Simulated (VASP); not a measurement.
Here is a VASP 6.6.1 calculation.

File INCAR:

```
PREC = Accurate
ENCUT = 600
EDIFF = 1E-6
ISMEAR = -1
SIGMA = 0.05
LREAL = F
LASPH = T
NELM = 200
ALGO = Normal
ISIF = 2
LWAVE = F
LCHARG = F
ISPIN = 2
MAGMOM = 0.7
LORBIT = 11
LMAXMIX = 4
NBANDS = 16
GGA_COMPAT = F
```

The input KPOINTS:

```
Automatic mesh
0
Gamma
  14 14 14
```

POSCAR

```
Cu
1.0
   -1.4427933200      1.4427933200      1.3760814500
    1.4427933200     -1.4427933200      1.3760814500
    1.4427933200      1.4427933200     -1.3760814500
Cu
1
Direct
    0.0000000000      0.0000000000      0.0000000000
```

Potentials or basis: VASP PAW LDA potentials, release 64 (Cu).

Launch:

```sh
$ cat potpaw_LDA.64/Cu/POTCAR > POTCAR
$ mpirun -np 1 vasp_std > vasp.out
```

Q: Predict the pressure.

A: -6.9 GPa.

Q: What does it give for the net moment?

A: 0.00 μB per cell.

Stress tensor (GPa, compression positive):
```
-6.71  0.00  0.00
 0.00 -6.71  0.00
 0.00  0.00 -7.42
```

Caveat: the cell stands under tension.
